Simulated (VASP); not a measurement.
# C (R-3m) in VASP: single point with HSE06

Aim: the single point of C with HSE06.

Program: VASP 6.6.1. These are calculated values, not measurements. Logs are shortened: lines on timing, memory, paths and dates and some standing lists are left out, and cuts for length are marked.

## Step 1: The cell of the first run

The structure is trigonal, space group R-3m (No. 166). The conventional cell has a = 2.467 Å, b = 2.467 Å, c = 6.179 Å, α = 90.00°, β = 90.00°, γ = 120.00°. Within 2.0 Å of C (site symmetry 3m) lie 4 C at 1.52 to 1.54 Å.

## Step 2: Single point, HSE06 (epitaxial 111 strain -2.0%)

The input, POSCAR:

```
C
1.0
    0.0261361777      1.7706578374      1.7706578374
    1.7706578374      0.0261361777      1.7706578374
    1.7706578374      1.7706578374      0.0261361777
C
2
Direct
    0.0001661688      0.0001661688      0.0001661688
    0.2498338312      0.2498338312      0.2498338312
```

The input, INCAR.step1:

```
SYSTEM = C
PREC = Accurate ; ENCUT = 520
EDIFF = 1E-5 ; ISMEAR = 0
SIGMA = 0.01 ; LREAL = .FALSE.
LASPH = .TRUE. ; NELM = 60
ALGO = Normal ; ISIF = 2
LWAVE = .TRUE. ; LCHARG = .FALSE.
NBANDS = 11 ; GGA = PE
```

The input, INCAR.step2:

```
SYSTEM = C
PREC = Accurate ; ENCUT = 520
EDIFF = 1E-6 ; ISMEAR = 0
SIGMA = 0.01 ; LREAL = .FALSE.
LASPH = .TRUE. ; NELM = 60
ALGO = Normal ; ISIF = 2
LWAVE = .FALSE. ; LCHARG = .FALSE.
GGA = PE ; LHFCALC = .TRUE.
HFSCREEN = 0.2079 ; PRECFOCK = Normal
NBANDS = 11 ; ISTART = 1
```

The input, KPOINTS:

```
regular mesh
0
G
  8 8 8
  0 0 0
```

Potentials or basis: VASP PAW PBE potentials, release 64 (C).

The run is started by

```sh
cat potpaw_PBE.64/C/POTCAR > POTCAR
cp INCAR.step1 INCAR
mpirun -np 1 vasp_std > vasp.out
cp INCAR.step2 INCAR
mpirun -np 1 vasp_std > vasp.out
```

OUTCAR:

```text
SYSTEM = C
   PREC = Accurate
   ENCUT = 520
   EDIFF = 1E-6
   ISMEAR = 0
   LREAL = .FALSE.
   LASPH = .TRUE.
   NELM = 60
   ISIF = 2
   GGA = PE
   LHFCALC = .TRUE.
   HFSCREEN = 0.2079
   PRECFOCK = Normal
   ISTART = 1

 ion  position               nearest neighbor table
   1  0.000  0.000  0.000-   2 1.52   2 1.52   2 1.52   2 1.54
   2  0.250  0.250  0.250-   1 1.52   1 1.52   1 1.52   1 1.54

  LATTYP: Found a trigonal (rhomboedric) cell.
 ALAT       =     2.5042247212
 COS(alpha) =     0.5147046445

  Lattice vectors:

 A1 = (   0.0261361777,   1.7706578374,   1.7706578374)
 A2 = (   1.7706578374,   0.0261361777,   1.7706578374)
 A3 = (   1.7706578374,   1.7706578374,   0.0261361777)

Analysis of symmetry for initial positions (statically):
=====================================================================
 Subroutine PRICEL returns:
 Original cell was already a primitive cell.

 Routine SETGRP: Setting up the symmetry group for a
 trigonal (rhombohedral) supercell.

 Subroutine GETGRP returns: Found 12 space group operations
 (whereof  6 operations were pure point group operations)
 out of a pool of 12 trial point group operations.

The static configuration has the point symmetry C_3v.
 The point group associated with its full space group is D_3d.

Analysis of symmetry for dynamics (positions and initial velocities):
=====================================================================
 Subroutine PRICEL returns:
 Original cell was already a primitive cell.

 Routine SETGRP: Setting up the symmetry group for a
 trigonal (rhombohedral) supercell.

 Subroutine GETGRP returns: Found 12 space group operations
 (whereof  6 operations were pure point group operations)
 out of a pool of 12 trial point group operations.

The dynamic configuration has the point symmetry C_3v.
 The point group associated with its full space group is D_3d.

 Subroutine INISYM returns: Found 12 space group operations
 (whereof  6 operations are pure point group operations),
 and found     1 'primitive' translations

----------------------------------------------------------------------------------------

                                     Primitive cell

  volume of cell :      10.8570

  direct lattice vectors                    reciprocal lattice vectors
[... 101 lines left out ...]
   EFERMI =   0.00;   METHOD = LEGACY
   ISMEAR =     0;   SIGMA  =   0.01  broadening in eV -4-tet -1-fermi 0-gaus
   EFERMI_NEDOS =   21; number of points for ismear=-14 and -15
   IALGO  =     38    algorithm
   IMIX   =      1    mixing-type and parameters
     AMIX     =   0.40;   BMIX     =  1.00
     AMIX_MAG =   1.60;   BMIX_MAG =  1.00
  volume/ion in A,a.u.               =       5.43        36.63
  Fermi-wavevector in a.u.,A,eV,Ry     =   1.478658  2.794259 29.748198  2.186431
  Thomas-Fermi vector in A             =   2.592912
   LORBIT       =      0    0 simple, 1 ext, 2 COOP (PROOUT), +10 PAW based schemes
   GGA     = PE    functional components
   LHFCALC =     T    Hartree Fock is set to
   PRECFOCK=normal    Normal, Fast or Accurate (Low or Medium for compatibility)
   ENCUT4O =  -1.0   cutoff for four orbital integrals eV
   NKREDX  =     1    reduce k-point grid by
   NKREDY  =     1    reduce k-point grid by
   NKREDZ  =     1    reduce k-point grid by
   AEXX    =    0.2500 exact exchange contribution
   HFSCREEN=    0.2079 screening length (either q_TF or 0.3 A-1)
   HFSCREENC=   0.2079 screening length for correlation (either q_TF or 0.3 A-1)
   ENCUTFOCK=  -1.0 apply spherical cutoff to Coloumb kernel
   IVDW    =     0    specifies the selected vdW correction
   LEPSILON=     F    determine dielectric tensor
   LRPA    =     F    only Hartree local field effects (RPA)
 non-spin polarized calculation
 Gauss-broadening in eV      SIGMA  =   0.01
  energy-cutoff  :      520.00
  volume of cell :       10.86
 maximum number of plane-waves:       302
  NGX = 14; NGY = 14; NGZ = 14

 number of electron       7.9999999 magnetization

 Free energy of the ion-electron system (eV)
  ---------------------------------------------------
  ext. energy  EPLUGINS =         0.00000000
  ---------------------------------------------------
  free energy    TOTEN  =       -21.02451237 eV

  energy without entropy =      -21.02451237  energy(sigma->0) =      -21.02451237

 E-fermi :   9.9043     XC(G=0): -10.9924

 val. band max:        9.7738303642   @ k =   0.0000   0.0000   0.0000
 cond. band min:      15.1109422159   @ k =   0.3750   0.3750  -0.0000
 fundamental gap:      5.3371118517
 Fermi energy:         9.9042910733

 k-point     1 :       0.0000    0.0000    0.0000
  band No.  band energies     occupation
      1     -14.4155      2.00000
      2       9.6985      2.00000
      3       9.7738      2.00000
      4       9.7738      2.00000
      5      16.3608      0.00000
      6      17.0888      0.00000
      7      17.0888      0.00000
      8      26.1209      0.00000
      9      31.2145      0.00000
     10      38.5755      0.00000
     11      38.5755      0.00000
[... 309 lines left out ...]
 k-point    24 :       0.3750    0.1250    0.1250
  band No.  band energies     occupation
      1     -11.4191      2.00000
      2       1.1320      2.00000
      3       4.6223      2.00000
      4       7.6297      2.00000
      5      19.9264      0.00000
      6      20.3235      0.00000
      7      21.1563      0.00000
      8      26.7494      0.00000
      9      32.4928      0.00000
     10      33.0594      0.00000
     11      36.3281      0.00000

 [... further k-points ...]

------------------------ aborting loop because EDIFF is reached ----------------------------------------

  FORCE on cell =-STRESS in cart. coord.  units (eV):
  Direction    XX          YY          ZZ          XY          YZ          ZX
  --------------------------------------------------------------------------------------
  -------------------------------------------------------------------------------------
  Total        0.9524944      0.9524944      0.9524944     -0.6465659     -0.6465659     -0.6465659
  in kB      140.5601288    140.5601288    140.5601288    -95.4140932    -95.4140932    -95.4140932
  external PRESSURE =     140.5601288 kB  Pullay stress =       0.0000000 kB

 VOLUME and BASIS-vectors are now :
 -----------------------------------------------------------------------------
  energy-cutoff  :      520.00
  volume of cell :       10.86
      direct lattice vectors                 reciprocal lattice vectors
     0.026136178  1.770657837  1.770657837    -0.288711316  0.284511719  0.284511719
     1.770657837  0.026136178  1.770657837     0.284511719 -0.288711316  0.284511719
     1.770657837  1.770657837  0.026136178     0.284511719  0.284511719 -0.288711316

 POSITION                                       TOTAL-FORCE (eV/Angst)
 -----------------------------------------------------------------------------------
      0.00059      0.00059      0.00059         0.021123      0.021123      0.021123
      0.89127      0.89127      0.89127        -0.021123     -0.021123     -0.021123
 -----------------------------------------------------------------------------------
    total drift:                                0.000000      0.000000     -0.000000

  FREE ENERGIE OF THE ION-ELECTRON SYSTEM (eV)
  ---------------------------------------------------
  free  energy   TOTEN  =       -21.0245123749 eV

  energy  without entropy=      -21.0245123749  energy(sigma->0) =      -21.02451237
```

Run time: 7.1 min. Hardware: 1 thread of Intel Xeon 6975P-C (Granite Rapids), shared host; peak memory 0.22 GiB.

Results:

```yaml
Free_energy: -21.0245 eV
Pressure: 14.1 GPa
Largest_force: 0.037 eV/Å
Band_gap_on_the_k_mesh: 5.34 eV (least direct gap 6.59 eV)
```

Forces in eV/Å, atoms in the order of the input:
```
C    0.021  0.021  0.021
C   -0.021 -0.021 -0.021
```

Caveat: the cell differs from its parent crystal (epitaxial 111 strain -2.0%); the cell stands under pressure; the PAW data sets were made with another functional, which shifts forces and pressure a little.
